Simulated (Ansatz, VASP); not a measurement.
**One calculation of KSrBr3, two programs**

```
K Sr Br
1.0
     5.99684    0.00000    0.00000
     0.00000    5.99684    0.00000
     0.00000    0.00000    5.99684
K Sr Br
1 1 3
Direct
  0.00000 0.00000 0.00000
  0.50000 0.50000 0.50000
  0.50000 0.50000 0.00000
  0.50000 0.00000 0.50000
  0.00000 0.50000 0.50000
```

Alike in both runs: task single point; functional r2SCAN; k mesh 4 × 4 × 4; no spin polarisation.

|  | VASP | Ansatz |
| --- | --- | --- |
| version | VASP 6.6.1 | Ansatz 0.2.0 |
| potentials or method | VASP PAW PBE potentials, release 64 (K_sv, Sr_sv, Br) | plane waves, PAW |
| plane-wave cutoff (eV) | 520 | 500 |
| occupations | gaussian, width 0.01 eV | fixed |
| valence electrons in the cell | 40 | 40 |

```tsv
	VASP	Ansatz	Ansatz less VASP
gap on the k mesh at the Fermi level (eV)	4.40	4.40	-0.001
pressure (GPa)	-0.5	-0.5	-0.03
```

VASP's potentials were made for PBE, not for r2SCAN.
